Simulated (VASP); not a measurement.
Set up this calculation in VASP 6.6.1, as the native input.

```
Task                   : single point
Functional             : PBEsol
Potentials or basis    : VASP PAW PBE potentials, release 64 (Al, Cu)
Cutoff                 : 520 eV
k mesh                 : 10 × 10 × 14
Occupations            : gaussian, width 0.15 eV
Spin                   : no spin polarisation
Dipole correction      : no
Further INCAR settings : ALGO = Fast; EDIFF = 1e-07; NBANDS = 16
```

The structure of Al2Cu lies in POSCAR:

```
Al2Cu
1.0
    4.0842078946      0.0000000000      0.0000000000
    0.0000000000      4.0842078946      0.0000000000
    0.0000000000      0.0000000000      2.8458943809
Al Cu
2 1
Direct
    0.5074638706      0.0078029139      0.5000000000
   -0.1089562558      0.4667010095      0.5000000000
    0.0430935180      0.0108255968      0.0000000000
```

This cell differs from its parent crystal: atoms displaced along several vibrational modes.

The input as run:

INCAR

```
SYSTEM = Al2Cu
  ALGO = Fast
  EDIFF = 1E-7
  ENCUT = 520
  GGA = PS
  ISIF = 2
  ISMEAR = 0
  LASPH = .TRUE.
  LCHARG = .TRUE.
  LELF = .TRUE.
  LREAL = .FALSE.
  LVHAR = .TRUE.
  LWAVE = .FALSE.
  NBANDS = 16
  NELM = 60
  PREC = Accurate
  SIGMA = 0.15
```

KPOINTS

```
k-points
0
G
  10 10 14
  0 0 0
```

Potentials or basis: VASP PAW PBE potentials, release 64 (Al, Cu).

Run with:

```sh
$ cat potpaw_PBE.64/Al/POTCAR potpaw_PBE.64/Cu/POTCAR > POTCAR
$ mpirun -np 1 vasp_std > vasp.out
```

Results of the run:

* Pressure: 4.8 GPa
* Largest force: 2.286 eV/Å
* Band gap on the k mesh: zero (an odd number of electrons rules out a gap without spin polarisation)

Caveat: the cell differs from its parent crystal (atoms displaced along several vibrational modes); the stress differs along the axes, from 1 to 8 GPa; the PAW data sets were made with another functional, which shifts forces and pressure a little.

It took 11 min on 1 thread of Intel Xeon 8259CL, with other jobs on the host, peak memory 0.4 GiB.
